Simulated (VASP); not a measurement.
# Ba (P6/mmm) in VASP: a series of runs

Ba is run at these levels: PBE; tasks: relaxation of shape and atoms at fixed volume.

Everything below comes from runs of VASP 6.6.1. Logs are shortened: lines on timing, memory, paths and dates and some standing lists are left out, and cuts for length are marked.

## 1. The cell of the first run

Symmetry: P6/mmm, No. 191, hexagonal system. Conventional cell: a = 3.381 Å, b = 3.381 Å, c = 3.141 Å, α = 90.00°, β = 90.00°, γ = 120.00°. Within 4.1 Å of Ba (site symmetry 6/mmm) lie 8 Ba at 3.14 to 3.38 Å.

This isn't the form of Ba at room conditions, which is bcc.

## 2. Relaxation of shape and atoms at fixed volume, PBE

INCAR

```
  PREC = Accurate
  ENCUT = 600
  EDIFF = 1E-7
  ISMEAR = -1
  SIGMA = 0.08
  LREAL = F
  LASPH = T
  NELM = 100
  ALGO = Normal
  ISIF = 4
  LWAVE = F
  LCHARG = F
  GGA = PE
  IBRION = 2
  NSW = 50
  EDIFFG = -0.005
```

KPOINTS

```
Automatic mesh
0
Gamma
  10 10 9
```

POSCAR

```
Ba
1.0
    3.3809299463      0.0000000000      0.0000000000
   -1.6904649731      2.9279712219      0.0000000000
    0.0000000000      0.0000000000      3.1410343467
Ba
1
Direct
    0.0000000000      0.0000000000      0.0000000000
```

Potentials or basis: VASP PAW PBE potentials, release 64 (Ba_sv).

On the command line:

```
> cat potpaw_PBE.64/Ba_sv/POTCAR > POTCAR
> mpirun -np 1 vasp_std > vasp.out
```

OUTCAR:

```text
PREC = Accurate
   ENCUT = 600
   EDIFF = 1E-7
   ISMEAR = -1
   LREAL = F
   LASPH = T
   NELM = 100
   ISIF = 4
   GGA = PE
   IBRION = 2
   NSW = 50
   EDIFFG = -0.005

 ion  position               nearest neighbor table
   1  0.000  0.000  0.000-

  LATTYP: Found a hexagonal cell.
 ALAT       =     3.3809299463
 C/A-ratio  =     0.9290444927

  Lattice vectors:

 A1 = (   3.3809299463,   0.0000000000,   0.0000000000)
 A2 = (  -1.6904649731,   2.9279712219,   0.0000000000)
 A3 = (   0.0000000000,   0.0000000000,   3.1410343467)

Analysis of symmetry for initial positions (statically):
=====================================================================
 Subroutine PRICEL returns:
 Original cell was already a primitive cell.

 Routine SETGRP: Setting up the symmetry group for a
 hexagonal supercell.

 Subroutine GETGRP returns: Found 24 space group operations
 (whereof 24 operations were pure point group operations)
 out of a pool of 24 trial point group operations.

The static configuration has the point symmetry D_6h.

Analysis of symmetry for dynamics (positions and initial velocities):
=====================================================================
 Subroutine PRICEL returns:
 Original cell was already a primitive cell.

 Routine SETGRP: Setting up the symmetry group for a
 hexagonal supercell.

 Subroutine GETGRP returns: Found 24 space group operations
 (whereof 24 operations were pure point group operations)
 out of a pool of 24 trial point group operations.

The dynamic configuration has the point symmetry D_6h.

 Subroutine INISYM returns: Found 24 space group operations
 (whereof 24 operations are pure point group operations),
 and found     1 'primitive' translations

----------------------------------------------------------------------------------------

                                     Primitive cell

  volume of cell :      31.0939

  direct lattice vectors                    reciprocal lattice vectors
     3.380929946  0.000000000  0.000000000     0.295776611  0.170766706  0.000000000
    -1.690464973  2.927971222  0.000000000     0.000000000  0.341533411  0.000000000
     0.000000000  0.000000000  3.141034347     0.000000000  0.000000000  0.318366465

  length of vectors
     3.380929946  3.380929946  3.141034347     0.341533411  0.341533411  0.318366465

  position of ions in fractional coordinates (direct lattice)
     0.000000000  0.000000000  0.000000000

  ion indices of the primitive-cell ions
   primitive index   ion index
                 1           1

----------------------------------------------------------------------------------------

 KPOINTS: Automatic mesh

Automatic generation of k-mesh.
 Grid dimensions read from file:
 generate k-points for:   10   10    9

 Generating k-lattice:

  Cartesian coordinates                     Fractional coordinates (reciprocal lattice)
     0.029577661  0.017076671  0.000000000     0.100000000  0.000000000  0.000000000
     0.000000000  0.034153341  0.000000000     0.000000000  0.100000000  0.000000000
     0.000000000  0.000000000  0.035374052     0.000000000  0.000000000  0.111111111

  Length of vectors
     0.034153341  0.034153341  0.035374052

  Shift w.r.t. Gamma in fractional coordinates (k-lattice)
     0.000000000  0.000000000  0.000000000

 Subroutine IBZKPT returns following result:
 ===========================================

 Found     70 irreducible k-points:

 Following reciprocal coordinates:
            Coordinates               Weight
  0.000000  0.000000  0.000000      1.000000
  0.100000  0.000000  0.000000      6.000000
  0.200000  0.000000  0.000000      6.000000
  0.300000 -0.000000  0.000000      6.000000
  0.400000  0.000000  0.000000      6.000000
  0.500000  0.000000  0.000000      3.000000
[... 16 lines left out ...]
  0.300000  0.100000  0.111111     24.000000
  0.400000  0.100000  0.111111     24.000000
 [... further k-points ...]
   k-points           NKPTS =     70   k-points in BZ     NKDIM =     70   number of bands    NBANDS=      9
   number of dos      NEDOS =    301   number of ions     NIONS =      1
   total plane-waves  NPLWV =  21952
   dimension x,y,z NGX =    28 NGY =   28 NGZ =   28
   dimension x,y,z NGXF=    56 NGYF=   56 NGZF=   56
   ions per type =               1
   NGX,Y,Z   is equivalent  to a cutoff of  13.77, 13.77, 14.82 a.u.
   NGXF,Y,Z  is equivalent  to a cutoff of  27.54, 27.54, 29.64 a.u.
 SYSTEM =  unknown system
   PREC   = accura    normal or accurate (medium, high low for compatibility)
   ISTART =      0    job   : 0-new  1-cont  2-samecut
   ICHARG =      2    charge: 1-file 2-atom 10-const
   ISPIN  =      1    spin polarized calculation?
   LNONCOLLINEAR =      F non collinear calculations
   LSORBIT =      F    spin-orbit coupling
   LASPH  =      T    aspherical Exc in radial PAW
   ENCUT  =  600.0 eV  44.10 Ry    6.64 a.u.   6.75  6.75  6.27*2*pi/ulx,y,z
   NELM   =    100;   NELMIN=  2; NELMDL= -5     # of ELM steps
   EDIFF  = 0.1E-06   stopping-criterion for ELM
   LREAL  =      F    real-space projection
   EDIFFG = -.5E-02   stopping-criterion for IOM
   NSW    =     50    number of steps for IOM
   IBRION =      2    ionic relax: 0-MD 1-quasi-New 2-CG
   NFREE  =      1    steps in history (QN), initial steepest desc. (CG)
   ISIF   =      4    stress and relaxation
   ISYM   =      2    0-nonsym 1-usesym 2-fastsym
   POTIM  = 0.5000    time-step for ionic-motion
   TEBEG  =    0.0;   TEEND  =   0.0 temperature during run
   PSTRESS=    0.0 pullay stress
   NELECT =      10.0000    total number of electrons
   NUPDOWN=      -1.0000    fix difference up-down
   EMIN   =  10.00;   EMAX   =-10.00  energy-range for DOS
   EFERMI =   0.00;   METHOD = LEGACY
   ISMEAR =    -1;   SIGMA  =   0.08  broadening in eV -4-tet -1-fermi 0-gaus
   EFERMI_NEDOS =   21; number of points for ismear=-14 and -15
   IALGO  =     38    algorithm
   IMIX   =      4    mixing-type and parameters
     AMIX     =   0.40;   BMIX     =  1.00
     AMIX_MAG =   1.60;   BMIX_MAG =  1.00
  volume/ion in A,a.u.               =      31.09       209.83
  Fermi-wavevector in a.u.,A,eV,Ry     =   1.121630  2.119573 17.116861  1.258054
  Thomas-Fermi vector in A             =   2.258285
   LORBIT       =      0    0 simple, 1 ext, 2 COOP (PROOUT), +10 PAW based schemes
   GGA     = PE    functional components
   LHFCALC =     F    Hartree Fock is set to
   AEXX    =    0.0000 exact exchange contribution
   IVDW    =     0    specifies the selected vdW correction
   LEPSILON=     F    determine dielectric tensor
   LRPA    =     F    only Hartree local field effects (RPA)
 conjugate gradient relaxation of ions
 non-spin polarized calculation
  energy-cutoff  :      600.00
  volume of cell :       31.09
 maximum number of plane-waves:      1058
 NGX is ok and might be reduce to    28
   NGX = 13   NGY = 13   NGZ = 13

--------------------------------------- Ionic step        1  -------------------------------------------

 number of electron      10.0000000 magnetization

 Free energy of the ion-electron system (eV)
  ---------------------------------------------------
  ext. energy  EPLUGINS =         0.00000000
  ---------------------------------------------------
  free energy    TOTEN  =        -0.70989402 eV

  energy without entropy =       -0.67568482  energy(sigma->0) =       -0.69278942

------------------------ aborting loop because EDIFF is reached ----------------------------------------

  FORCE on cell =-STRESS in cart. coord.  units (eV):
  Direction    XX          YY          ZZ          XY          YZ          ZX
  --------------------------------------------------------------------------------------
  -------------------------------------------------------------------------------------
  Total        3.4248366      3.4248366      3.1950379      0.0000000     -0.0000000      0.0000000
  in kB      176.4715788    176.4715788    164.6307414      0.0000000     -0.0000000      0.0000000
  external PRESSURE =     172.5246330 kB  Pullay stress =       0.0000000 kB
[... 55 lines left out ...]
  energy  without entropy=       -0.6770731587  energy(sigma->0) =       -0.69406581

--------------------------------------- Ionic step        3  -------------------------------------------

 number of electron       9.9999999 magnetization

 Free energy of the ion-electron system (eV)
  ---------------------------------------------------
  ext. energy  EPLUGINS =         0.00000000
  ---------------------------------------------------
  free energy    TOTEN  =        -0.71120111 eV

  energy without entropy =       -0.67724494  energy(sigma->0) =       -0.69422303

 E-fermi :   5.0746     XC(G=0): -10.0578

 val. band max:        5.0439513366   @ k =   0.4000   0.2000   0.0000
 cond. band min:       5.1126466772   @ k =   0.3000  -0.0000   0.3333
 fundamental gap:      0.0686953406
 Fermi energy:         5.0746103253

 k-point     1 :       0.0000    0.0000    0.0000
  band No.  band energies     occupation
      1     -24.1077      2.00000
      2      -7.4549      2.00000
      3      -7.4549      2.00000
      4      -7.1180      2.00000
      5       2.8407      2.00000
      6       4.2592      1.99993
      7       7.1876      0.00000
      8       7.1876      0.00000
      9      12.5847      0.00000
[... 265 lines left out ...]
 k-point    24 :       0.4000    0.1000    0.1111
  band No.  band energies     occupation
      1     -23.4444      2.00000
      2     -10.4556      2.00000
      3      -8.3872      2.00000
      4      -7.2384      2.00000
      5       3.8667      2.00000
      6       6.6718      0.00000
      7       7.2084      0.00000
      8      10.8804      0.00000
      9      11.3088      0.00000

 [... further k-points ...]

------------------------ aborting loop because EDIFF is reached ----------------------------------------

  FORCE on cell =-STRESS in cart. coord.  units (eV):
  Direction    XX          YY          ZZ          XY          YZ          ZX
  --------------------------------------------------------------------------------------
  -------------------------------------------------------------------------------------
  Total        3.3602230      3.3602230      3.3581426      0.0000000     -0.0000000     -0.0000000
  in kB      173.1422339    173.1422339    173.0350389      0.0000000     -0.0000000     -0.0000000
  external PRESSURE =     173.1065022 kB  Pullay stress =       0.0000000 kB
[... 16 lines left out ...]
  FREE ENERGIE OF THE ION-ELECTRON SYSTEM (eV)
  ---------------------------------------------------
  free  energy   TOTEN  =        -0.7112011069 eV

  energy  without entropy=       -0.6772449437  energy(sigma->0) =       -0.69422303

 reached required accuracy - stopping structural energy minimisation
```

Wall time 20 s (1 thread of Intel Xeon 6975P-C (Granite Rapids), shared host); peak memory 0.17 GiB.

Results:

* Free energy: -0.7112 eV
* Energy gained by relaxing: 1.3 meV/atom
* Ionic steps: 3
* Pressure after relaxing: 17.3 GPa
* Band gap on the k mesh: zero (bands 5 and 6 overlap by 2.22 eV)

The path:
```tsv
step	energy change (eV)	largest force (eV/Å)	pressure (GPa)	volume (Å³)
1	0.0000	0.0000	17.25	31.09
2	-0.0012	0.0000	17.28	31.09
3	-0.0013	0.0000	17.31	31.09
```

Final structure:
```
CELL_PARAMETERS angstrom
3.39989 0.00000 0.00000
-1.69995 2.94439 0.00000
0.00000 0.00000 3.10610
ATOMIC_POSITIONS crystal
Ba 0.00000 0.00000 0.00000
```

Caveat: spin-orbit coupling is left out, which moves the levels of the heavy elements.

## 3. Relaxation of shape and atoms at fixed volume, PBE

This run uses another cell than the first one, of 37.31 Å³/atom.

INCAR

```
ALGO     = Normal         # electronic algorithm
EDIFF    = 1E-6           # SCF threshold, eV
EDIFFG   = -0.005         # ionic threshold
ENCUT    = 600            # plane-wave cutoff, eV
GGA      = PE             # functional
IBRION   = 2              # ionic algorithm
ISIF     = 4              # what is computed and relaxed
ISMEAR   = -1             # smearing method
LASPH    = T              # aspherical terms in the spheres
LCHARG   = F              # write CHGCAR
LREAL    = F              # projectors in reciprocal space
LWAVE    = F              # write WAVECAR
NELM     = 100            # most SCF steps
NSW      = 50             # ionic steps
PREC     = Accurate       # precision mode
SIGMA    = 0.08           # smearing width, eV
```

KPOINTS

```
k-points
0
Gamma
  10 10 9
```

POSCAR

```
Ba
1.0
    3.5927741792      0.0000000000      0.0000000000
   -1.7963870896      3.1114337092      0.0000000000
    0.0000000000      0.0000000000      3.3378470646
Ba
1
Direct
    0.0000000000      0.0000000000      0.0000000000
```

Potentials or basis: VASP PAW PBE potentials, release 64 (Ba_sv).

On the command line:

```
> cat potpaw_PBE.64/Ba_sv/POTCAR > POTCAR
> mpirun -np 1 vasp_std > vasp.out
```

Run time: 24 s. Hardware: 1 thread of Intel Xeon 6975P-C (Granite Rapids), shared host; peak memory 0.18 GiB.

It converged, with:

```yaml
Free_energy: -1.2117 eV
Energy_gained_by_relaxing: 1.2 meV/atom
Ionic_steps: 3
Pressure_after_relaxing: 9.4 GPa
Band_gap_on_the_k_mesh: zero (bands 5 and 6 overlap by 1.37 eV)
```

Step by step:
| step | energy change (eV) | largest force (eV/Å) | pressure (GPa) | volume (Å³) |
| --- | --- | --- | --- | --- |
| 1 | 0.0000 | 0.0000 | 9.47 | 37.31 |
| 2 | -0.0011 | 0.0000 | 9.45 | 37.31 |
| 3 | -0.0012 | 0.0000 | 9.45 | 37.31 |

Final structure:
```xyz
1
Lattice="3.6120 0.0000 0.0000 -1.8060 3.1281 0.0000 0.0000 0.0000 3.3024" Properties=species:S:1:pos:R:3 pbc="T T T"
Ba    0.0000    0.0000    0.0000
```

Levels at points of the mesh, in eV from the Fermi level:
| k point | band 3 | band 4 | band 5 | band 6 | band 7 | band 8 |
| --- | --- | --- | --- | --- | --- | --- |
| (0.00, 0.00, 0.00) | -12.96 | -12.72 | -2.59 | -0.47 | 2.05 | 2.05 |
| (0.50, 0.00, 0.00) | -13.45 | -12.45 | -1.54 | 0.61 | 3.09 | 4.02 |

Caveat: spin-orbit coupling is left out, which moves the levels of the heavy elements.

## 4. Relaxation of shape and atoms at fixed volume, PBE

This run uses another cell than the first one, of 43.53 Å³/atom.

INCAR

```
SYSTEM = Ba
PREC     = Accurate       ! precision mode
ENCUT    = 600            ! plane-wave cutoff, eV
EDIFF    = 1E-6           ! SCF threshold, eV
ISMEAR   = -1             ! smearing method
SIGMA    = 0.08           ! smearing width, eV
LREAL    = .FALSE.        ! projectors in reciprocal space
LASPH    = .TRUE.         ! aspherical terms in the spheres
NELM     = 80             ! most SCF steps
ALGO     = Normal         ! electronic algorithm
ISIF     = 4              ! what is computed and relaxed
LWAVE    = .FALSE.        ! write WAVECAR
LCHARG   = .FALSE.        ! write CHGCAR
GGA      = PE             ! functional
IBRION   = 2              ! ionic algorithm
NSW      = 50             ! ionic steps
EDIFFG   = -0.005         ! ionic threshold
```

KPOINTS

```
Automatic mesh
0
G
  10 10 9
  0 0 0
```

POSCAR

```
Ba
1.0
    3.7822089448      0.0000000000      0.0000000000
   -1.8911044724      3.2754890286      0.0000000000
    0.0000000000      0.0000000000      3.5138403904
Ba
1
Direct
    0.0000000000      0.0000000000      0.0000000000
```

On the command line:

```
> cat potpaw_PBE.64/Ba_sv/POTCAR > POTCAR
> mpirun -np 1 vasp_std > vasp.out
```

Wall time 23 s (1 thread of Intel Xeon 6975P-C (Granite Rapids), shared host); peak memory 0.18 GiB.

Results (log left out):

| Quantity | Value |
| --- | --- |
| Free energy | -1.4928 eV |
| Energy gained by relaxing | 0.8 meV/atom |
| Ionic steps | 3 |
| Pressure after relaxing | 5.3 GPa |
| Band gap on the k mesh | zero (bands 5 and 6 overlap by 0.99 eV) |

Step by step:
```tsv
step	energy change (eV)	largest force (eV/Å)	pressure (GPa)	volume (Å³)
1	0.0000	0.0000	5.31	43.53
2	-0.0007	0.0000	5.30	43.53
3	-0.0008	0.0000	5.31	43.53
```

Final structure:
```
CELL_PARAMETERS angstrom
3.79758 0.00000 0.00000
-1.89879 3.28880 0.00000
0.00000 0.00000 3.48546
ATOMIC_POSITIONS crystal
Ba 0.00000 0.00000 0.00000
```

Levels at points of the mesh, in eV from the Fermi level:
```tsv
k point	band 1	band 2	band 3	band 4	band 5	band 6	band 7	band 8	band 9
(0.00, 0.00, 0.00)	-28.82	-13.28	-13.28	-13.12	-2.72	-0.22	1.99	1.99	6.88
(0.50, 0.00, 0.00)	-28.63	-14.73	-13.61	-12.95	-1.28	0.55	2.31	3.64	6.14
```

Caveat: spin-orbit coupling is left out, which moves the levels of the heavy elements.

## 5. Relaxation of shape and atoms at fixed volume, PBE

This run uses another cell than the first one, of 49.75 Å³/atom.

INCAR

```
PREC = Accurate
ENCUT = 600
EDIFF = 1E-6
ISMEAR = -1
SIGMA = 0.08
LREAL = F
LASPH = T
NELM = 60
ALGO = Normal
ISIF = 4
LWAVE = F
LCHARG = F
GGA = PE
IBRION = 2
NSW = 50
EDIFFG = -0.005
```

KPOINTS

```
Automatic mesh
0
Gamma
  10 10 9
```

POSCAR

```
Ba
1.0
    3.9543596538      0.0000000000      0.0000000000
   -1.9771798269      3.4245759159      0.0000000000
    0.0000000000      0.0000000000      3.6737760584
Ba
1
Direct
    0.0000000000      0.0000000000      0.0000000000
```

On the command line:

```
> cat potpaw_PBE.64/Ba_sv/POTCAR > POTCAR
> mpirun -np 1 vasp_std > vasp.out
```

Wall time 21 s (1 thread of Intel Xeon 6975P-C (Granite Rapids), shared host); peak memory 0.2 GiB.

Results (log left out):

| Quantity | Value |
| --- | --- |
| Free energy | -1.6454 eV |
| Energy gained by relaxing | 0.2 meV/atom |
| Ionic steps | 3 |
| Pressure after relaxing | 2.8 GPa |
| Band gap on the k mesh | zero (bands 5 and 6 overlap by 0.75 eV) |

Step by step:
```
step  energy change (eV)  largest force (eV/Å)  pressure (GPa)  volume (Å³)
   1              0.0000                0.0000            2.77        49.75
   2             -0.0002                0.0000            2.76        49.75
   3             -0.0002                0.0000            2.76        49.75
```

Final structure:
```yaml
crystal:
  lattice:
    - [3.96356, 0.00000, 0.00000]
    - [-1.98178, 3.43254, 0.00000]
    - [0.00000, 0.00000, 3.65674]
  atoms:
    - { symbol: Ba, position: [0.00000, 0.00000, 0.00000] }
```

Levels at points of the mesh, in eV from the Fermi level:
```
           k point  band 1  band 2  band 3  band 4  band 5  band 6  band 7  band 8  band 9
(0.00, 0.00, 0.00)  -28.87  -13.56  -13.56  -13.46   -2.76   -0.07    1.90    1.90    6.04
(0.50, 0.00, 0.00)  -28.76  -14.58  -13.79  -13.34   -1.13    0.51    1.75    3.29    5.42
```

Caveat: spin-orbit coupling is left out, which moves the levels of the heavy elements.

## 6. The runs side by side

| cell | gap on the mesh (eV) | pressure (GPa) |
| --- | --- | --- |
| relaxed from a = 3.381, b = 3.381, c = 3.141 Å, angles 90.0, 90.0, 120.0°, 1 atom | none | 17.3 |
| relaxed from a = 3.593, b = 3.593, c = 3.338 Å, angles 90.0, 90.0, 120.0°, 1 atom | none | 9.4 |
| relaxed from a = 3.782, b = 3.782, c = 3.514 Å, angles 90.0, 90.0, 120.0°, 1 atom | none | 5.3 |
| relaxed from a = 3.954, b = 3.954, c = 3.674 Å, angles 90.0, 90.0, 120.0°, 1 atom | none | 2.8 |

Alike in all rows: task relaxation of shape and atoms at fixed volume; level PBE; potentials or basis VASP PAW PBE potentials, release 64 (Ba_sv); no spin polarisation; k mesh 10 × 10 × 9; cutoff (eV) 600; smearing fermi-dirac 0.08 eV.

Caveats: spin-orbit coupling is left out, which moves the levels of the heavy elements.

Total energies depend on the potentials used, so only differences within one code and one set of settings carry meaning.

The gap in the log of VASP goes by the Fermi energy; the results here count the filled bands.